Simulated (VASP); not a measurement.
Set up this calculation in VASP 6.6.1, as the native input.

```yaml
Task: single point
Functional: PBE
Potentials_or_basis: VASP PAW PBE potentials, release 64 (Cd, I)
Cutoff: 500 eV
k_mesh: 6 × 6 × 4
Occupations: gaussian, width 0.01 eV
Spin: no spin polarisation
Dipole_correction: no
Further_INCAR_settings: ALGO = Normal; EDIFF = 1e-06; NBANDS = 20
```

The structure of CdI2 lies in POSCAR:

```
CdI2
1.0
    4.2470087461      0.0000000000      0.0000000000
   -2.1235043730      3.6780174642      0.0000000000
    0.0000000000      0.0000000000      6.8950251570
Cd I
1 2
Direct
    0.0000000000      0.0000000000      0.0000000000
    0.3333333333      0.6666666667      0.2493934726
    0.6666666667      0.3333333333      0.7506065274
```

One way to write it, as run:

INCAR

```
SYSTEM = CdI2
PREC     = Accurate       ! precision mode
ENCUT    = 500            ! plane-wave cutoff, eV
EDIFF    = 1E-6           ! SCF threshold, eV
ISMEAR   = 0              ! smearing method
SIGMA    = 0.01           ! smearing width, eV
LREAL    = .FALSE.        ! projectors in reciprocal space
LASPH    = .TRUE.         ! aspherical terms in the spheres
NELM     = 120            ! most SCF steps
ALGO     = Normal         ! electronic algorithm
ISIF     = 2              ! what is computed and relaxed
LWAVE    = .FALSE.        ! write WAVECAR
LCHARG   = .TRUE.         ! write CHGCAR
GGA      = PE             ! functional
LELF     = .TRUE.         ! ELF
LVHAR    = .TRUE.       
NBANDS   = 20             ! bands
GGA_COMPAT= .FALSE.
```

KPOINTS

```
regular mesh
0
G
  6 6 4
  0 0 0
```

Potentials or basis: VASP PAW PBE potentials, release 64 (Cd, I).

Command:

```sh
$ cat potpaw_PBE.64/Cd/POTCAR potpaw_PBE.64/I/POTCAR > POTCAR
$ mpirun -np 1 vasp_std > vasp.out
```

Results of the run:

- Pressure: 1.7 GPa
- Largest force: 0.090 eV/Å
- Band gap on the k mesh: 2.37 eV (least direct gap 2.61 eV)

Caveat: spin-orbit coupling is left out, which moves the levels of the heavy elements; this functional lacks dispersion, which binds the layers, so the pressure and a relaxed spacing across them are unreliable.

Wall time 69 s on 1 thread of Intel Xeon 8259CL, on a shared host, peak memory 0.23 GiB.
